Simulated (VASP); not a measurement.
A run of VASP 6.6.1 is set up as follows.

INCAR

```
PREC = Accurate
ENCUT = 520
EDIFF = 1E-6
ISMEAR = 0
SIGMA = 0.1
LREAL = F
LASPH = T
NELM = 100
ALGO = Normal
ISIF = 2
LWAVE = F
LCHARG = F
GGA = PE
NBANDS = 30
```

File KPOINTS:

```
regular mesh
0
Gamma
  6 6 2
```

POSCAR

```
Cs2BaOs2
1.0
    4.1124623469     -0.0000000025      0.0000000000
   -2.0562311713      3.5614968658      0.0000000000
    0.0000000000      0.0000000000     15.1191129733
Cs Ba Os
2 1 2
Direct
    0.3333333333      0.6666666667      0.7062630228
    0.6666666667      0.3333333333      0.2937369772
    0.0000000000      0.0000000000      0.0000000000
    0.3333333333      0.6666666667      0.4863433879
    0.6666666667      0.3333333333      0.5136566121
```

Potentials or basis: VASP PAW PBE potentials, release 64 (Cs_sv, Ba_sv, Os).

Run with:

```console
$ cat potpaw_PBE.64/Cs_sv/POTCAR potpaw_PBE.64/Ba_sv/POTCAR potpaw_PBE.64/Os/POTCAR > POTCAR
$ mpirun -np 1 vasp_std > vasp.out
```

**Question.** Predict the band gap on the k mesh.

**Answer.** Zero (bands 22 and 23 overlap by 1.35 eV).

**Question.** Predict the pressure.

**Answer.** 0.0 GPa.

**Question.** Estimate the largest force.

**Answer.** 0.022 eV/Å.

Forces on the atoms (eV/Å):
```
Cs   0.000  0.000  0.022
Cs   0.000  0.000 -0.022
Ba   0.000  0.000  0.000
Os   0.000  0.000  0.003
Os   0.000  0.000 -0.003
```

Caveat: spin-orbit coupling is left out, which moves the levels of the heavy elements.
